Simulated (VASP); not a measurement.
# Tl (P6_3/mmc) in VASP: further runs

Tl is run at these levels: LDA; tasks: single point.

All numbers are computed with VASP 6.6.1; they aren't measurements. Logs are shortened: lines on timing, memory, paths and dates and some standing lists are left out, and cuts for length are marked.

## 1. The cell of the first run

The structure is hexagonal, space group P6_3/mmc (No. 194). Conventional cell: a = 3.401 Å, b = 3.401 Å, c = 5.443 Å, α = 90.00°, β = 90.00°, γ = 120.00°. Within 4.4 Å of Tl (site symmetry -6m2) lie 12 Tl at 3.36 to 3.40 Å.

## 2. Single point, LDA

File INCAR:

```
  ALGO = Normal
  EDIFF = 1E-6
  ENCUT = 520
  ISIF = 2
  ISMEAR = -1
  LASPH = T
  LCHARG = F
  LREAL = F
  LWAVE = F
  NBANDS = 20
  NELM = 60
  PREC = Accurate
  SIGMA = 0.1
```

File KPOINTS:

```
k-points
0
Gamma
  15 15 9
```

File POSCAR:

```
Tl
1.0
    3.4014029632      0.0000000000      0.0000000000
   -1.7007014816      2.9457013746      0.0000000000
    0.0000000000      0.0000000000      5.4430041633
Tl
2
Direct
    0.3333333333      0.6666666667      0.2500000000
    0.6666666667      0.3333333333      0.7500000000
```

Potentials or basis: VASP PAW LDA potentials, release 64 (Tl_d).

The run is started by

```
$ cat potpaw_LDA.64/Tl_d/POTCAR > POTCAR
$ mpirun -np 1 vasp_std > vasp.out
```

OUTCAR:

```text
EDIFF = 1E-6
   ENCUT = 520
   ISIF = 2
   ISMEAR = -1
   LASPH = T
   LREAL = F
   NELM = 60
   PREC = Accurate

 ion  position               nearest neighbor table
   1  0.333  0.667  0.250-   2 3.36   2 3.36   2 3.36   2 3.36   2 3.36   2 3.36
   2  0.667  0.333  0.750-   1 3.36   1 3.36   1 3.36   1 3.36   1 3.36   1 3.36

  LATTYP: Found a hexagonal cell.
 ALAT       =     3.4014029632
 C/A-ratio  =     1.6002232673

  Lattice vectors:

 A1 = (   3.4014029632,   0.0000000000,   0.0000000000)
 A2 = (  -1.7007014816,   2.9457013746,   0.0000000000)
 A3 = (   0.0000000000,   0.0000000000,   5.4430041633)

Analysis of symmetry for initial positions (statically):
=====================================================================
 Subroutine PRICEL returns:
 Original cell was already a primitive cell.

 Routine SETGRP: Setting up the symmetry group for a
 hexagonal supercell.

 Subroutine GETGRP returns: Found 24 space group operations
 (whereof 12 operations were pure point group operations)
 out of a pool of 24 trial point group operations.

The static configuration has the point symmetry D_3d.
 The point group associated with its full space group is D_6h.

Analysis of symmetry for dynamics (positions and initial velocities):
=====================================================================
 Subroutine PRICEL returns:
 Original cell was already a primitive cell.

 Routine SETGRP: Setting up the symmetry group for a
 hexagonal supercell.

 Subroutine GETGRP returns: Found 24 space group operations
 (whereof 12 operations were pure point group operations)
 out of a pool of 24 trial point group operations.

The dynamic configuration has the point symmetry D_3d.
 The point group associated with its full space group is D_6h.

 Subroutine INISYM returns: Found 24 space group operations
 (whereof 12 operations are pure point group operations),
 and found     1 'primitive' translations

----------------------------------------------------------------------------------------

                                     Primitive cell

  volume of cell :      54.5363

  direct lattice vectors                    reciprocal lattice vectors
     3.401402963  0.000000000  0.000000000     0.293996334  0.169738862  0.000000000
    -1.700701482  2.945701375  0.000000000     0.000000000  0.339477725  0.000000000
     0.000000000  0.000000000  5.443004163     0.000000000  0.000000000  0.183722071
[... 74 lines left out ...]
 SYSTEM =  unknown system
   PREC   = accura    normal or accurate (medium, high low for compatibility)
   ISTART =      0    job   : 0-new  1-cont  2-samecut
   ICHARG =      2    charge: 1-file 2-atom 10-const
   ISPIN  =      1    spin polarized calculation?
   LNONCOLLINEAR =      F non collinear calculations
   LSORBIT =      F    spin-orbit coupling
   LASPH  =      T    aspherical Exc in radial PAW
   ENCUT  =  520.0 eV  38.22 Ry    6.18 a.u.   6.32  6.32 10.12*2*pi/ulx,y,z
   NELM   =     60;   NELMIN=  2; NELMDL= -5     # of ELM steps
   EDIFF  = 0.1E-05   stopping-criterion for ELM
   LREAL  =      F    real-space projection
   EDIFFG = 0.1E-04   stopping-criterion for IOM
   NSW    =      0    number of steps for IOM
   IBRION =     -1    ionic relax: 0-MD 1-quasi-New 2-CG
   NFREE  =      0    steps in history (QN), initial steepest desc. (CG)
   ISIF   =      2    stress and relaxation
   ISYM   =      2    0-nonsym 1-usesym 2-fastsym
   POTIM  = 0.5000    time-step for ionic-motion
   TEBEG  =    0.0;   TEEND  =   0.0 temperature during run
   PSTRESS=    0.0 pullay stress
   NELECT =      26.0000    total number of electrons
   NUPDOWN=      -1.0000    fix difference up-down
   EMIN   =  10.00;   EMAX   =-10.00  energy-range for DOS
   EFERMI =   0.00;   METHOD = LEGACY
   ISMEAR =    -1;   SIGMA  =   0.10  broadening in eV -4-tet -1-fermi 0-gaus
   EFERMI_NEDOS =   21; number of points for ismear=-14 and -15
   IALGO  =     38    algorithm
   IMIX   =      4    mixing-type and parameters
     AMIX     =   0.40;   BMIX     =  1.00
     AMIX_MAG =   1.60;   BMIX_MAG =  1.00
  volume/ion in A,a.u.               =      27.27       184.01
  Fermi-wavevector in a.u.,A,eV,Ry     =   1.278903  2.416775 22.253577  1.635592
  Thomas-Fermi vector in A             =   2.411419
   LORBIT       =      0    0 simple, 1 ext, 2 COOP (PROOUT), +10 PAW based schemes
   GGA     = CA    functional components
   LHFCALC =     F    Hartree Fock is set to
   AEXX    =    0.0000 exact exchange contribution
   IVDW    =     0    specifies the selected vdW correction
   LEPSILON=     F    determine dielectric tensor
   LRPA    =     F    only Hartree local field effects (RPA)
 non-spin polarized calculation
  energy-cutoff  :      520.00
  volume of cell :       54.54
 maximum number of plane-waves:      1490
 NGX is ok and might be reduce to    28
   NGX = 13   NGY = 13   NGZ = 21

 number of electron      25.9999999 magnetization

 Free energy of the ion-electron system (eV)
  ---------------------------------------------------
  ext. energy  EPLUGINS =         0.00000000
  ---------------------------------------------------
  free energy    TOTEN  =        -5.88271385 eV

  energy without entropy =       -5.85587748  energy(sigma->0) =       -5.86929566

 E-fermi :   6.8088     XC(G=0): -10.7417

 val. band max:        6.7801067176   @ k =   0.2000   0.2000   0.2222
 cond. band min:       6.8232240246   @ k =   0.1333   0.1333   0.2222
 fundamental gap:      0.0431173070
 Fermi energy:         6.8088407561

 k-point     1 :       0.0000    0.0000    0.0000
  band No.  band energies     occupation
      1      -5.0729      2.00000
      2      -4.7907      2.00000
      3      -4.7682      2.00000
      4      -4.7682      2.00000
      5      -4.7063      2.00000
      6      -4.7063      2.00000
[... 541 lines left out ...]
     19      14.4400      0.00000
     20      19.1735      0.00000

 [... further k-points ...]
[... 5 lines left out ...]
  --------------------------------------------------------------------------------------
  -------------------------------------------------------------------------------------
  Total        0.0169899      0.0169899      0.0691831      0.0000000      0.0000000     -0.0000000
  in kB        0.4991330      0.4991330      2.0324734      0.0000000      0.0000000     -0.0000000
  external PRESSURE =       1.0102465 kB  Pullay stress =       0.0000000 kB

 VOLUME and BASIS-vectors are now :
 -----------------------------------------------------------------------------
  energy-cutoff  :      520.00
  volume of cell :       54.54
      direct lattice vectors                 reciprocal lattice vectors
     3.401402963  0.000000000  0.000000000     0.293996334  0.169738862  0.000000000
    -1.700701482  2.945701375  0.000000000     0.000000000  0.339477725  0.000000000
     0.000000000  0.000000000  5.443004163     0.000000000  0.000000000  0.183722071

 POSITION                                       TOTAL-FORCE (eV/Angst)
 -----------------------------------------------------------------------------------
     -0.00000      1.96380      1.36075         0.000000      0.000000      0.000000
      1.70070      0.98190      4.08225         0.000000      0.000000      0.000000
 -----------------------------------------------------------------------------------
    total drift:                               -0.000000      0.000000      0.000000

  FREE ENERGIE OF THE ION-ELECTRON SYSTEM (eV)
  ---------------------------------------------------
  free  energy   TOTEN  =        -5.8827138453 eV

  energy  without entropy=       -5.8558774823  energy(sigma->0) =       -5.86929566
```

OSZICAR:

```text
N       E                     dE             d eps       ncg     rms          rms(c)
DAV:   1     0.132495962984E+03    0.13250E+03   -0.14271E+04  5424   0.124E+03
DAV:   2    -0.337693523009E+01   -0.13587E+03   -0.13316E+03  5908   0.280E+02
DAV:   3    -0.594115110667E+01   -0.25642E+01   -0.25558E+01  6272   0.341E+01
DAV:   4    -0.595594234659E+01   -0.14791E-01   -0.14790E-01  5792   0.284E+00
DAV:   5    -0.595613375392E+01   -0.19141E-03   -0.19141E-03  6092   0.322E-01    0.367E+00
DAV:   6    -0.589538712056E+01    0.60747E-01   -0.98788E-02  5704   0.248E+00    0.253E+00
DAV:   7    -0.588388689372E+01    0.11500E-01   -0.42695E-02  5804   0.160E+00    0.770E-01
DAV:   8    -0.588271145634E+01    0.11754E-02   -0.41637E-03  5700   0.507E-01    0.415E-02
DAV:   9    -0.588271446791E+01   -0.30116E-05   -0.20830E-05  6088   0.383E-02    0.806E-03
DAV:  10    -0.588271384530E+01    0.62261E-06   -0.10836E-06  3524   0.869E-03
   1 F= -.58827138E+01 E0= -.58692957E+01  d E =-.268364E-01
```

Wall time 86 s (1 thread of AMD EPYC 9R45 (Zen 5), shared host); peak memory 0.2 GiB.

What came out:

```
Free energy            : -5.8827 eV
Pressure               : 0.1 GPa
Band gap on the k mesh : zero (band 13 reaches 9.63 eV, above the bottom of band 14 at 4.72 eV)
```

Caveat: spin-orbit coupling is left out, which moves the levels of the heavy elements.

## 3. Single point, LDA

File INCAR:

```
SYSTEM = Tl
PREC = Accurate
ENCUT = 520
EDIFF = 1E-7
ISMEAR = -1
SIGMA = 0.1
LREAL = .False.
LASPH = .True.
NELM = 80
ALGO = Normal
ISIF = 2
LWAVE = .False.
LCHARG = .True.
GGA = CA
LELF = .True.
LVHAR = .True.
NBANDS = 20
```

File KPOINTS:

```
regular mesh
0
Gamma
  17 17 10
  0 0 0
```

POSCAR is that of step 2.

Potentials or basis: VASP PAW LDA potentials, release 64 (Tl_d).

The run is started by

```
$ cat potpaw_LDA.64/Tl_d/POTCAR > POTCAR
$ mpirun -np 1 vasp_std > vasp.out
```

It took 2 min on 1 thread of AMD EPYC 9R45 (Zen 5), shared host; peak memory 0.25 GiB.

The run converged. Its results:

```
Free energy            : -5.8825 eV
Pressure               : 0.1 GPa
Band gap on the k mesh : zero (band 13 reaches 10.47 eV, above the bottom of band 14 at 4.42 eV)
```

Stress tensor (GPa, compression positive):
```
 0.17  0.00  0.00
 0.00  0.17  0.00
 0.00  0.00 -0.06
```

Levels at points of the mesh, in eV from the Fermi level:
| k point | band 9 | band 10 | band 11 | band 12 | band 13 | band 14 | band 15 | band 16 | band 17 | band 18 |
| --- | --- | --- | --- | --- | --- | --- | --- | --- | --- | --- |
| (0.00, 0.00, 0.00) | -11.06 | -11.06 | -10.41 | -5.12 | -3.07 | 8.24 | 8.24 | 10.43 | 10.43 | 10.43 |
| (0.00, 0.00, 0.50) | -11.19 | -11.19 | -8.90 | -8.90 | 3.48 | 3.48 | 9.25 | 9.25 | 9.25 | 9.25 |

Caveat: spin-orbit coupling is left out, which moves the levels of the heavy elements.

## 4. Single point, LDA

File INCAR:

```
SYSTEM = Tl
PREC = Accurate
ENCUT = 520
EDIFF = 1E-6
ISMEAR = -1
SIGMA = 0.1
LREAL = .False.
LASPH = .True.
NELM = 100
ALGO = Normal
ISIF = 2
LWAVE = .False.
LCHARG = .True.
LELF = .True.
LVHAR = .True.
NBANDS = 20
```

File KPOINTS:

```
regular mesh
0
Gamma
  2 2 1
  0 0 0
```

POSCAR is that of step 3.

The run is started by

```
$ cat potpaw_LDA.64/Tl_d/POTCAR > POTCAR
$ mpirun -np 1 vasp_std > vasp.out
```

It took 6.1 s on 1 thread of Intel Xeon Platinum 8259CL at 2.50GHz (Skylake/Cascade Lake), shared host; peak memory 0.14 GiB.

The run converged, but its numbers aren't listed here, since they failed a check.

Caveat: the k points lie up to 1.15 Å⁻¹ apart; the mesh shows a gap though the element is a metal; spin-orbit coupling is left out, which moves the levels of the heavy elements.

## 5. Single point, LDA

File INCAR:

```
SYSTEM = Tl
PREC     = Accurate       ! precision mode
ENCUT    = 520            ! plane-wave cutoff, eV
EDIFF    = 1E-6           ! SCF threshold, eV
ISMEAR   = -1             ! smearing method
SIGMA    = 0.1            ! smearing width, eV
LREAL    = .False.        ! projectors in reciprocal space
LASPH    = .True.         ! aspherical terms in the spheres
NELM     = 80             ! most SCF steps
ALGO     = Normal         ! electronic algorithm
ISIF     = 2              ! what is computed and relaxed
LWAVE    = .False.        ! write WAVECAR
LCHARG   = .False.        ! write CHGCAR
GGA      = CA             ! functional
NBANDS   = 20             ! bands
```

File KPOINTS:

```
regular mesh
0
Gamma
  3 3 2
  0 0 0
```

POSCAR is that of step 4.

The run is started by

```
$ cat potpaw_LDA.64/Tl_d/POTCAR > POTCAR
$ mpirun -np 1 vasp_std > vasp.out
```

Wall time 7.9 s (1 thread of Intel Xeon Platinum 8259CL at 2.50GHz (Skylake/Cascade Lake), shared host); peak memory 0.14 GiB.

Results (log left out):

- Free energy: -5.1883 eV
- Pressure: -0.1 GPa
- Band gap on the k mesh: zero (band 13 reaches 10.31 eV, above the bottom of band 14 at 5.80 eV)

Stress tensor (GPa, compression positive):
```
 0.00  0.00  0.00
 0.00  0.00  0.00
 0.00  0.00 -0.17
```

Levels at points of the mesh, in eV from the Fermi level:
| k point | band 11 | band 12 | band 13 | band 14 | band 15 | band 16 |
| --- | --- | --- | --- | --- | --- | --- |
| (0.00, 0.00, 0.00) | -10.33 | -5.04 | -2.93 | 8.33 | 8.33 | 10.48 |
| (0.00, 0.00, 0.50) | -8.80 | -8.80 | 3.59 | 3.59 | 9.33 | 9.33 |

Caveat: the k points lie up to 0.71 Å⁻¹ apart; spin-orbit coupling is left out, which moves the levels of the heavy elements.

## 6. Summary

| k mesh | gap on the mesh (eV) | pressure (GPa) |
| --- | --- | --- |
| 15 × 15 × 9 | none | 0.1 |
| 17 × 17 × 10 | none | 0.1 |
| 3 × 3 × 2 | none | -0.1 |

Alike in all rows: task single point; level LDA; potentials or basis VASP PAW LDA potentials, release 64 (Tl_d); no spin polarisation; cell as given; cutoff (eV) 520; smearing fermi-dirac 0.1 eV.

Caveats: some runs use coarse meshes; spin-orbit coupling is left out, which moves the levels of the heavy elements.

Absolute energies hang on the potentials; compare differences alone.
